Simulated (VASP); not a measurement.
# ZnSe (P4/nmm) in VASP: further runs

Runs on ZnSe. Level: LDA. Tasks: single point.

Program: VASP 6.6.1. These are calculated values, not measurements. Logs are shortened: lines on timing, memory, paths and dates and some standing lists are left out, and cuts for length are marked.

## 1. The cell of the first run

The structure is tetragonal, space group P4/nmm (No. 129). The conventional cell has a = 4.108 Å, b = 4.108 Å, c = 6.070 Å, α = 90.00°, β = 90.00°, γ = 90.00°. Zn (site symmetry -4m2) has 4 Se at 2.54 Å and 4 Zn at 2.90 Å within 3.4 Å. Within 3.4 Å of Se (site symmetry 4mm) lie 4 Zn at 2.54 Å.

## 2. Single point, LDA

The input, INCAR:

```
PREC = Accurate
ENCUT = 500
EDIFF = 1E-6
ISMEAR = 0
SIGMA = 0.01
LREAL = False
LASPH = True
NELM = 120
ALGO = Normal
ISIF = 2
LWAVE = False
LCHARG = False
GGA = CA
NBANDS = 26
GGA_COMPAT = False
```

The input, KPOINTS:

```
Automatic mesh
0
Gamma
  2 2 2
```

The input, POSCAR:

```
ZnSe
1.0
    4.1077020000      0.0000000000      0.0000000000
    0.0000000000      4.1077020000      0.0000000000
    0.0000000000      0.0000000000      6.0703500000
Zn Se
2 2
Direct
    0.0000000000      0.0000000000      0.0000000000
    0.5000000000      0.5000000000      0.0000000000
    0.0000000000      0.5000000000      0.2462800000
    0.5000000000      0.0000000000      0.7537200000
```

Potentials or basis: VASP PAW LDA potentials, release 64 (Zn, Se).

Started as:

```
$ cat potpaw_LDA.64/Zn/POTCAR potpaw_LDA.64/Se/POTCAR > POTCAR
$ mpirun -np 1 vasp_std > vasp.out
```

OUTCAR:

```text
PREC = Accurate
   ENCUT = 500
   EDIFF = 1E-6
   ISMEAR = 0
   LREAL = False
   LASPH = True
   NELM = 120
   ISIF = 2
   GGA = CA

 ion  position               nearest neighbor table
   1  0.000  0.000  0.000-   3 2.54   4 2.54   3 2.54   4 2.54   2 2.90   2 2.90   2 2.90   2 2.90

   2  0.500  0.500  0.000-   3 2.54   4 2.54   4 2.54   3 2.54   1 2.90   1 2.90   1 2.90   1 2.90

   3  0.000  0.500  0.246-   1 2.54   2 2.54   1 2.54   2 2.54
   4  0.500  0.000  0.754-   1 2.54   2 2.54   2 2.54   1 2.54

  LATTYP: Found a simple tetragonal cell.
 ALAT       =     4.1077020000
 C/A-ratio  =     1.4777970749

  Lattice vectors:

 A1 = (   4.1077020000,   0.0000000000,   0.0000000000)
 A2 = (   0.0000000000,   4.1077020000,   0.0000000000)
 A3 = (   0.0000000000,   0.0000000000,   6.0703500000)

Analysis of symmetry for initial positions (statically):
=====================================================================
 Subroutine PRICEL returns:
 Original cell was already a primitive cell.

 Routine SETGRP: Setting up the symmetry group for a
 simple tetragonal supercell.

 Subroutine GETGRP returns: Found 16 space group operations
 (whereof  8 operations were pure point group operations)
 out of a pool of 16 trial point group operations.

The static configuration has the point symmetry D_2d.
 The point group associated with its full space group is D_4h.

Analysis of symmetry for dynamics (positions and initial velocities):
=====================================================================
 Subroutine PRICEL returns:
 Original cell was already a primitive cell.

 Routine SETGRP: Setting up the symmetry group for a
 simple tetragonal supercell.

 Subroutine GETGRP returns: Found 16 space group operations
 (whereof  8 operations were pure point group operations)
 out of a pool of 16 trial point group operations.

The dynamic configuration has the point symmetry D_2d.
 The point group associated with its full space group is D_4h.

 Subroutine INISYM returns: Found 16 space group operations
 (whereof  8 operations are pure point group operations),
 and found     1 'primitive' translations

----------------------------------------------------------------------------------------

                                     Primitive cell

  volume of cell :     102.4263

[... 71 lines left out ...]
   ENCUT  =  500.0 eV  36.75 Ry    6.06 a.u.   7.49  7.49 11.07*2*pi/ulx,y,z
   NELM   =    120;   NELMIN=  2; NELMDL= -5     # of ELM steps
   EDIFF  = 0.1E-05   stopping-criterion for ELM
   LREAL  =      F    real-space projection
   EDIFFG = 0.1E-04   stopping-criterion for IOM
   NSW    =      0    number of steps for IOM
   IBRION =     -1    ionic relax: 0-MD 1-quasi-New 2-CG
   NFREE  =      0    steps in history (QN), initial steepest desc. (CG)
   ISIF   =      2    stress and relaxation
   ISYM   =      2    0-nonsym 1-usesym 2-fastsym
   POTIM  = 0.5000    time-step for ionic-motion
   TEBEG  =    0.0;   TEEND  =   0.0 temperature during run
   PSTRESS=    0.0 pullay stress
   NELECT =      36.0000    total number of electrons
   NUPDOWN=      -1.0000    fix difference up-down
   EMIN   =  10.00;   EMAX   =-10.00  energy-range for DOS
   EFERMI =   0.00;   METHOD = LEGACY
   ISMEAR =     0;   SIGMA  =   0.01  broadening in eV -4-tet -1-fermi 0-gaus
   EFERMI_NEDOS =   21; number of points for ismear=-14 and -15
   IALGO  =     38    algorithm
   IMIX   =      4    mixing-type and parameters
     AMIX     =   0.40;   BMIX     =  1.00
     AMIX_MAG =   1.60;   BMIX_MAG =  1.00
  volume/ion in A,a.u.               =      25.61       172.80
  Fermi-wavevector in a.u.,A,eV,Ry     =   1.155328  2.183253 18.160809  1.334782
  Thomas-Fermi vector in A             =   2.291957
   LORBIT       =      0    0 simple, 1 ext, 2 COOP (PROOUT), +10 PAW based schemes
   GGA     = CA    functional components
   LHFCALC =     F    Hartree Fock is set to
   AEXX    =    0.0000 exact exchange contribution
   IVDW    =     0    specifies the selected vdW correction
   LEPSILON=     F    determine dielectric tensor
   LRPA    =     F    only Hartree local field effects (RPA)
 non-spin polarized calculation
 Gauss-broadening in eV      SIGMA  =   0.01
  energy-cutoff  :      500.00
  volume of cell :      102.43
 maximum number of plane-waves:      2638
 NGX is ok and might be reduce to    30
   NGX = 15   NGY = 15   NGZ = 23

 number of electron      35.9999973 magnetization

 Free energy of the ion-electron system (eV)
  ---------------------------------------------------
  ext. energy  EPLUGINS =         0.00000000
  ---------------------------------------------------
  free energy    TOTEN  =       -12.80987290 eV

  energy without entropy =      -12.80987290  energy(sigma->0) =      -12.80987290

 E-fermi :   0.7828     XC(G=0):  -9.0298

 val. band max:        0.6657734518   @ k =   0.0000   0.0000   0.0000
 cond. band min:       2.2937191217   @ k =   0.0000   0.0000   0.0000
 fundamental gap:      1.6279456699
 Fermi energy:         0.7827658397

 k-point     1 :       0.0000    0.0000    0.0000
  band No.  band energies     occupation
      1     -12.2495      2.00000
      2     -11.3015      2.00000
      3      -6.3454      2.00000
      4      -6.3445      2.00000
      5      -6.2675      2.00000
      6      -6.2675      2.00000
[... 163 lines left out ...]
     25       8.5194      0.00000
     26       8.5194      0.00000

------------------------ aborting loop because EDIFF is reached ----------------------------------------

  FORCE on cell =-STRESS in cart. coord.  units (eV):
  Direction    XX          YY          ZZ          XY          YZ          ZX
  --------------------------------------------------------------------------------------
  -------------------------------------------------------------------------------------
  Total       -1.0784995     -1.0784995     -2.5000291      0.0000000      0.0000000      0.0000000
  in kB      -16.8701501    -16.8701501    -39.1060600      0.0000000      0.0000000      0.0000000
  external PRESSURE =     -24.2821200 kB  Pullay stress =       0.0000000 kB

 VOLUME and BASIS-vectors are now :
 -----------------------------------------------------------------------------
  energy-cutoff  :      500.00
  volume of cell :      102.43
      direct lattice vectors                 reciprocal lattice vectors
     4.107702000  0.000000000  0.000000000     0.243445118  0.000000000  0.000000000
     0.000000000  4.107702000  0.000000000     0.000000000  0.243445118  0.000000000
     0.000000000  0.000000000  6.070350000     0.000000000  0.000000000  0.164735147

 POSITION                                       TOTAL-FORCE (eV/Angst)
 -----------------------------------------------------------------------------------
      0.00000      0.00000      0.00000         0.000000      0.000000      0.000000
      2.05385      2.05385      0.00000        -0.000000     -0.000000      0.000000
      0.00000      2.05385      1.49501         0.000000     -0.000000     -0.675786
      2.05385      0.00000      4.57534        -0.000000      0.000000      0.675786
 -----------------------------------------------------------------------------------
    total drift:                                0.000000      0.000000      0.000000

  FREE ENERGIE OF THE ION-ELECTRON SYSTEM (eV)
  ---------------------------------------------------
  free  energy   TOTEN  =       -12.8098728972 eV

  energy  without entropy=      -12.8098728972  energy(sigma->0) =      -12.80987290
```

OSZICAR:

```text
N       E                     dE             d eps       ncg     rms          rms(c)
DAV:   1     0.221213529041E+03    0.22121E+03   -0.16599E+04   312   0.149E+03
DAV:   2     0.800497219473E+01   -0.21321E+03   -0.20184E+03   314   0.314E+02
DAV:   3    -0.132766093202E+02   -0.21282E+02   -0.21084E+02   386   0.101E+02
DAV:   4    -0.136830339327E+02   -0.40642E+00   -0.40593E+00   338   0.141E+01
DAV:   5    -0.136859539318E+02   -0.29200E-02   -0.29198E-02   358   0.112E+00    0.716E+00
DAV:   6    -0.128677066661E+02    0.81825E+00   -0.20079E+00   426   0.327E+01    0.592E+00
DAV:   7    -0.128227263376E+02    0.44980E-01   -0.62264E-01   324   0.558E+00    0.257E+00
DAV:   8    -0.128109648737E+02    0.11761E-01   -0.12079E-02   362   0.855E-01    0.622E-01
DAV:   9    -0.128098266010E+02    0.11383E-02   -0.18413E-03   426   0.609E-01    0.108E-01
DAV:  10    -0.128098755299E+02   -0.48929E-04   -0.39864E-04   352   0.212E-01    0.444E-02
DAV:  11    -0.128098731319E+02    0.23981E-05   -0.44147E-05   362   0.765E-02    0.794E-03
DAV:  12    -0.128098726070E+02    0.52490E-06   -0.11199E-05   332   0.181E-02    0.315E-03
DAV:  13    -0.128098728972E+02   -0.29018E-06   -0.92385E-07   214   0.773E-03
   1 F= -.12809873E+02 E0= -.12809873E+02  d E =-.508779E-62
```

Run time: 26 s. Hardware: 1 thread of Intel Xeon 8259CL, shared host; peak memory 0.17 GiB.

Results:

* Free energy: -12.8099 eV
* Pressure: -2.4 GPa
* Largest force: 0.676 eV/Å
* Band gap on the k mesh: 1.63 eV, direct

Forces in eV/Å, atoms in the order of the input:
```
Zn   0.000  0.000  0.000
Zn   0.000  0.000  0.000
Se   0.000  0.000 -0.676
Se   0.000  0.000  0.676
```

Caveat: the k points lie up to 0.76 Å⁻¹ apart.

## 3. Single point, LDA

The input, INCAR:

```
ALGO     = Normal         # electronic algorithm
EDIFF    = 1E-6           # SCF threshold, eV
ENCUT    = 500            # plane-wave cutoff, eV
GGA      = CA             # functional
GGA_COMPAT= F            
ISIF     = 2              # what is computed and relaxed
ISMEAR   = 0              # smearing method
LASPH    = T              # aspherical terms in the spheres
LCHARG   = F              # write CHGCAR
LREAL    = F              # projectors in reciprocal space
LWAVE    = F              # write WAVECAR
NBANDS   = 26             # bands
NELM     = 120            # most SCF steps
PREC     = Accurate       # precision mode
SIGMA    = 0.01           # smearing width, eV
```

The input, KPOINTS:

```
k-points
0
Gamma
  3 3 2
```

POSCAR is that of step 2.

Potentials or basis: VASP PAW LDA potentials, release 64 (Zn, Se).

Started as:

```
$ cat potpaw_LDA.64/Zn/POTCAR potpaw_LDA.64/Se/POTCAR > POTCAR
$ mpirun -np 1 vasp_std > vasp.out
```

OUTCAR:

```text
EDIFF = 1E-6
   ENCUT = 500
   GGA = CA
   ISIF = 2
   ISMEAR = 0
   LASPH = T
   LREAL = F
   NELM = 120
   PREC = Accurate

 ion  position               nearest neighbor table
   1  0.000  0.000  0.000-   3 2.54   4 2.54   3 2.54   4 2.54   2 2.90   2 2.90   2 2.90   2 2.90

   2  0.500  0.500  0.000-   3 2.54   4 2.54   4 2.54   3 2.54   1 2.90   1 2.90   1 2.90   1 2.90

   3  0.000  0.500  0.246-   1 2.54   2 2.54   1 2.54   2 2.54
   4  0.500  0.000  0.754-   1 2.54   2 2.54   2 2.54   1 2.54

  LATTYP: Found a simple tetragonal cell.
 ALAT       =     4.1077020000
 C/A-ratio  =     1.4777970749

  Lattice vectors:

 A1 = (   4.1077020000,   0.0000000000,   0.0000000000)
 A2 = (   0.0000000000,   4.1077020000,   0.0000000000)
 A3 = (   0.0000000000,   0.0000000000,   6.0703500000)

Analysis of symmetry for initial positions (statically):
=====================================================================
 Subroutine PRICEL returns:
[... 155 lines left out ...]
  free energy    TOTEN  =       -13.62587916 eV

  energy without entropy =      -13.62587916  energy(sigma->0) =      -13.62587916

 E-fermi :   0.6102     XC(G=0):  -9.0537

 val. band max:        0.5621753091   @ k =   0.0000   0.0000   0.0000
 cond. band min:       2.2650825694   @ k =   0.0000   0.0000   0.0000
 fundamental gap:      1.7029072602
 Fermi energy:         0.6102102460

 k-point     1 :       0.0000    0.0000    0.0000
  band No.  band energies     occupation
      1     -12.3496      2.00000
      2     -11.4200      2.00000
      3      -6.3309      2.00000
      4      -6.3146      2.00000
      5      -6.2403      2.00000
      6      -6.2403      2.00000
[... 163 lines left out ...]
     25       8.8435      0.00000
     26       9.2165      0.00000

------------------------ aborting loop because EDIFF is reached ----------------------------------------

  FORCE on cell =-STRESS in cart. coord.  units (eV):
  Direction    XX          YY          ZZ          XY          YZ          ZX
  --------------------------------------------------------------------------------------
  -------------------------------------------------------------------------------------
  Total       -2.4823933     -2.4823933     -2.6931246      0.0000000      0.0000000      0.0000000
  in kB      -38.8301958    -38.8301958    -42.1265062      0.0000000      0.0000000      0.0000000
  external PRESSURE =     -39.9289660 kB  Pullay stress =       0.0000000 kB

 VOLUME and BASIS-vectors are now :
 -----------------------------------------------------------------------------
  energy-cutoff  :      500.00
  volume of cell :      102.43
      direct lattice vectors                 reciprocal lattice vectors
     4.107702000  0.000000000  0.000000000     0.243445118  0.000000000  0.000000000
     0.000000000  4.107702000  0.000000000     0.000000000  0.243445118  0.000000000
     0.000000000  0.000000000  6.070350000     0.000000000  0.000000000  0.164735147

 POSITION                                       TOTAL-FORCE (eV/Angst)
 -----------------------------------------------------------------------------------
      0.00000      0.00000      0.00000         0.000000     -0.000000      0.000000
      2.05385      2.05385      0.00000        -0.000000      0.000000      0.000000
      0.00000      2.05385      1.49501         0.000000     -0.000000     -0.591388
      2.05385      0.00000      4.57534         0.000000      0.000000      0.591388
 -----------------------------------------------------------------------------------
    total drift:                                0.000000      0.000000     -0.000000

  FREE ENERGIE OF THE ION-ELECTRON SYSTEM (eV)
  ---------------------------------------------------
  free  energy   TOTEN  =       -13.6258791609 eV

  energy  without entropy=      -13.6258791609  energy(sigma->0) =      -13.62587916
```

Run time: 25 s. Hardware: 1 thread of Intel Xeon 8259CL, shared host; peak memory 0.16 GiB.

What came out:

| Quantity | Value |
| --- | --- |
| Free energy | -13.6259 eV |
| Pressure | -4.0 GPa |
| Largest force | 0.591 eV/Å |
| Band gap on the k mesh | 1.70 eV, direct |

Forces on the atoms (eV/Å):
```
Zn   0.000  0.000  0.000
Zn   0.000  0.000  0.000
Se   0.000  0.000 -0.591
Se   0.000  0.000  0.591
```

Levels at points of the mesh, in eV from the valence-band top:
| k point | band 16 | band 17 | band 18 | band 19 | band 20 | band 21 |
| --- | --- | --- | --- | --- | --- | --- |
| (0.00, 0.00, 0.00) | -0.01 | 0.00 | 0.00 | 1.70 | 1.73 | 2.84 |
| (0.00, 0.00, 0.50) | -1.19 | -0.28 | -0.28 | 1.83 | 3.19 | 3.51 |

Caveat: the k points lie up to 0.52 Å⁻¹ apart. A k mesh can miss the band edges.

## 4. Single point, LDA

The input, INCAR:

```
SYSTEM = ZnSe
  PREC = Accurate
  ENCUT = 500
  EDIFF = 1E-6
  ISMEAR = 0
  SIGMA = 0.01
  LREAL = .FALSE.
  LASPH = .TRUE.
  NELM = 120
  ALGO = Normal
  ISIF = 2
  LWAVE = .FALSE.
  LCHARG = .FALSE.
  GGA = CA
  NBANDS = 26
  GGA_COMPAT = .FALSE.
```

The input, KPOINTS:

```
Automatic mesh
0
G
  5 5 3
  0 0 0
```

POSCAR is that of step 3.

Started as:

```
$ cat potpaw_LDA.64/Zn/POTCAR potpaw_LDA.64/Se/POTCAR > POTCAR
$ mpirun -np 1 vasp_std > vasp.out
```

Wall time 41 s (1 thread of Intel Xeon 8259CL, shared host); peak memory 0.17 GiB.

It converged, with:

```yaml
Free_energy: -13.8278 eV
Pressure: -4.4 GPa
Largest_force: 0.581 eV/Å
Band_gap_on_the_k_mesh: 1.73 eV, direct
```

Forces on the atoms (eV/Å):
```
Zn   0.000  0.000  0.000
Zn   0.000  0.000  0.000
Se   0.000  0.000 -0.581
Se   0.000  0.000  0.581
```

Stress tensor (GPa, compression positive):
```
-4.68  0.00  0.00
 0.00 -4.68  0.00
 0.00  0.00 -3.98
```

Levels at points of the mesh, in eV from the valence-band top:
```csv
k point,band 14,band 15,band 16,band 17,band 18,band 19,band 20,band 21,band 22,band 23
"(0.00, 0.00, 0.00)",-2.14,-2.14,0.00,0.00,0.00,1.73,1.77,2.88,5.66,5.79
```

A k mesh can miss the band edges.

## 5. Summary

```csv
k mesh,gap on the mesh (eV),pressure (GPa),largest force (eV/Å)
2 × 2 × 2,1.63,-2.4,0.68
3 × 3 × 2,1.70,-4.0,0.59
5 × 5 × 3,1.73,-4.4,0.58
```

Alike in all rows: task single point; level LDA; potentials or basis VASP PAW LDA potentials, release 64 (Zn, Se); no spin polarisation; cell as given; cutoff (eV) 500; smearing gaussian 0.01 eV.

Caveats: some runs use coarse meshes.

Total energies depend on the potentials used, so only differences within one code and one set of settings carry meaning.
